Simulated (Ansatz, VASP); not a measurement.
# One calculation of BaF2, two programs

File INCAR:

```
SYSTEM = BaF2
PREC     = Accurate       ! precision mode
ENCUT    = 600            ! plane-wave cutoff, eV
EDIFF    = 1E-7           ! SCF threshold, eV
ISMEAR   = -1             ! smearing method
SIGMA    = 0.05           ! smearing width, eV
LREAL    = .FALSE.        ! projectors in reciprocal space
LASPH    = .TRUE.         ! aspherical terms in the spheres
NELM     = 120            ! most SCF steps
ALGO     = Normal         ! electronic algorithm
ISIF     = 3              ! what is computed and relaxed
LWAVE    = .FALSE.        ! write WAVECAR
LCHARG   = .FALSE.        ! write CHGCAR
GGA      = PE             ! functional
IBRION   = 2              ! ionic algorithm
NSW      = 100            ! ionic steps
EDIFFG   = -0.005         ! ionic threshold
GGA_COMPAT= .FALSE.      
NELMIN   = 4
```

Contents of KPOINTS:

```
regular mesh
0
G
  11 11 11
  0 0 0
```

POSCAR

```
BaF2
1.0
    0.0000000000      2.9746597290      2.9746597290
    2.9746597290      0.0000000000      2.9746597290
    2.9746597290      2.9746597290      0.0000000000
Ba F
1 2
Direct
    0.0000000000      0.0000000000      0.0000000000
    0.2500000000      0.2500000000      0.2500000000
    0.7500000000      0.7500000000      0.7500000000
```

Input for Ansatz:

```yaml
crystal:
  lattice:
    - [0.0, 2.974659729, 2.974659729]
    - [2.974659729, 0.0, 2.974659729]
    - [2.974659729, 2.974659729, 0.0]
  atoms:
    - { symbol: Ba, position: [0.0, 0.0, 0.0] }
    - { symbol: F, position: [0.25, 0.25, 0.25] }
    - { symbol: F, position: [0.75, 0.75, 0.75] }
kpoints:
  mp_grid: { grid: [11, 11, 11] }
scf:
  occupations: { method: fermi_dirac, width: 0.05 }
hamiltonian:
  xc: pbe
  pseudopotentials: { kind: paw }
output:
  forces: true
  stress: true
relax:
  f_tol: 0.005
  max_steps: 80
  cell: {}
```

Alike in both runs: task relaxation of cell and atoms; functional PBE; k mesh 11 × 11 × 11; occupations fermi-dirac, width 0.05 eV; no spin polarisation.

|  | VASP | Ansatz |
| --- | --- | --- |
| version | VASP 6.6.1 | Ansatz 0.2.0 |
| potentials or method | VASP PAW PBE potentials, release 64 (Ba_sv, F) | PAW with Ansatz's default frozen-core files, scalar-relativistic |
| plane-wave cutoff (eV) | 600 | 420 |
| valence electrons in the cell | 24 | 24 |

Ansatz gave:

```
relaxed volume (Å³/atom)                                     : 20.29
relaxed cell length with the largest relative difference (Å) : 4.416
```

Problem. Estimate VASP's values.

Solution. Relaxed volume (Å³/atom): 20.68; relaxed cell length with the largest relative difference (Å): 4.444.

Spin-orbit coupling is off throughout. Noted on VASP's run: the volume moved by over 15 % at a fixed basis, so the end points are rough.
